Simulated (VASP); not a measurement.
**GaP: single point with PBEsol**

The system is GaP.

```
CELL_PARAMETERS angstrom
0.00000 2.61624 2.72525
2.61624 0.00000 2.72525
2.61624 2.61624 0.00000
ATOMIC_POSITIONS crystal
Ga 0.00000 0.00000 0.00000
P 0.75000 0.75000 0.75000
```

This cell differs from its parent crystal: strain -0.040 along x and y, +0.000 along z.

| Item | Value |
| --- | --- |
| Program | VASP 6.6.1 |
| Task | single point |
| Functional | PBEsol |
| Potentials or basis | VASP PAW PBE potentials, release 64 (Ga_d, P) |
| Cutoff | 520 eV |
| k mesh | 8 × 8 × 8 |
| Occupations | gaussian, width 0.05 eV |
| Spin | no spin polarisation |

The pressure is 7.3 GPa. The band gap on the k mesh is 1.15 eV (least direct gap 2.33 eV).

Stress tensor (GPa, compression positive):
```
8.44 0.00 0.00
0.00 8.44 0.00
0.00 0.00 5.14
```

Levels at points of the mesh, in eV from the valence-band top:
| k point | band 5 | band 6 | band 7 | band 8 | band 9 | band 10 | band 11 | band 12 | band 13 | band 14 |
| --- | --- | --- | --- | --- | --- | --- | --- | --- | --- | --- |
| (0.00, 0.00, 0.00) | -14.67 | -13.26 | -0.26 | 0.00 | 0.00 | 2.33 | 3.69 | 3.69 | 3.77 | 8.82 |
| (0.50, 0.00, 0.00) | -14.65 | -10.88 | -7.28 | -1.53 | -1.15 | 1.70 | 4.41 | 4.71 | 8.14 | 11.21 |
| (0.50, 0.50, 0.00) | -14.65 | -10.00 | -7.50 | -2.89 | -2.89 | 1.47 | 1.80 | 11.10 | 11.10 | 11.50 |
| (0.50, 0.00, 0.50) | -14.64 | -9.79 | -7.20 | -3.21 | -3.18 | 1.15 | 1.40 | 10.88 | 10.97 | 11.85 |

It took 37 s on 1 thread of AMD EPYC 7R43 64-Core Processor (Zen 3) (shared host), peak memory 0.14 GiB.

Caveat: the cell differs from its parent crystal (strain -0.040 along x and y, +0.000 along z); the cell stands under pressure; the PAW data sets were made with another functional, which shifts forces and pressure a little. A k mesh can miss the band edges.
